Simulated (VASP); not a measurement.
Here is a VASP 6.6.1 calculation.

The input INCAR:

```
ALGO = Normal
EDIFF = 1E-6
ENCUT = 520
GGA = PS
ISIF = 2
ISMEAR = -1
ISPIN = 2
LASPH = True
LCHARG = False
LMAXMIX = 4
LORBIT = 11
LREAL = False
LWAVE = False
MAGMOM = 0 0 0 0
NBANDS = 34
NELM = 150
NUPDOWN = 0.0
PREC = Accurate
SIGMA = 0.1
```

The input KPOINTS:

```
k-points
0
Gamma
  7 7 7
```

File POSCAR:

```
Ni3Ge
1.0
    3.5303341100      0.0000000000      0.0000000000
    0.0000000000      3.5303341100      0.0000000000
    0.0000000000      0.0000000000      3.5303341100
Ni Ge
3 1
Direct
    0.5000000000      0.0000000000      0.5000000000
    0.0000000000      0.5000000000      0.5000000000
    0.5000000000      0.5000000000      0.0000000000
    0.0000000000      0.0000000000      0.0000000000
```

Potentials or basis: VASP PAW PBE potentials, release 64 (Ni, Ge_d).

Run with:

```console
$ cat potpaw_PBE.64/Ni/POTCAR potpaw_PBE.64/Ge_d/POTCAR > POTCAR
$ mpirun -np 1 vasp_std > vasp.out
```

(1) Estimate the pressure.

Answers

(1) -0.7 GPa.

Caveat: the PAW data sets were made with another functional, which shifts forces and pressure a little; the total moment is fixed, so each spin has its own Fermi level.
